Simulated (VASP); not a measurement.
Input of a VASP 6.6.1 run:

File POSCAR:

```
TiB2
1.0
    3.0162485832      0.0000000000      0.0000000000
   -1.5081242916      2.6121478971      0.0000000000
    0.0000000000      0.0000000000      3.2054104247
Ti B
1 2
Direct
    0.0000000000      0.0000000000      0.0000000000
    0.3333333333      0.6666666667      0.5000000000
    0.6666666667      0.3333333333      0.5000000000
```

File INCAR.step1:

```
SYSTEM = TiB2
PREC = Accurate ; ENCUT = 520
ISMEAR = 1 ; SIGMA = 0.05
LREAL = .False. ; LASPH = .True.
NELM = 80 ; NBANDS = 16
GGA = PE ; ALGO = Normal
EDIFF = 1E-4 ; LWAVE = .True.
LCHARG = .False.
```

Contents of INCAR.step2:

```
SYSTEM = TiB2
PREC = Accurate ; ENCUT = 520
EDIFF = 1E-6 ; ISMEAR = 1
SIGMA = 0.05 ; LREAL = .False.
LASPH = .True. ; NELM = 80
ALGO = Normal ; ISIF = 2
LWAVE = .False. ; LCHARG = .False.
METAGGA = R2SCAN ; LMIXTAU = .True.
IVDW = 13 ; VDW_S6 = 1.0
VDW_S8 = 0.6018749 ; VDW_A1 = 0.51559235
VDW_A2 = 5.77342911 ; NBANDS = 16
ISTART = 1
```

Contents of KPOINTS:

```
Automatic mesh
0
Gamma
  13 13 10
  0 0 0
```

Potentials or basis: VASP PAW PBE potentials, release 64 (Ti_sv, B).

The run is started by

```bash
$ cat potpaw_PBE.64/Ti_sv/POTCAR potpaw_PBE.64/B/POTCAR > POTCAR
$ cp INCAR.step1 INCAR
$ mpirun -np 1 vasp_std > vasp.out
$ cp INCAR.step2 INCAR
$ mpirun -np 1 vasp_std > vasp.out
```

Predict the dispersion energy per atom.

-0.132 eV.

Estimate the band gap on the k mesh.

zero (band 9 reaches 10.65 eV, above the bottom of band 10 at 10.08 eV).

Stress tensor (GPa, compression positive):
```
0.80 0.00 0.00
0.00 0.80 0.00
0.00 0.00 0.99
```

Caveat: the PAW data sets were made with another functional, which shifts forces and pressure a little; pairwise dispersion overbinds metals, which lowers pressure and volume.
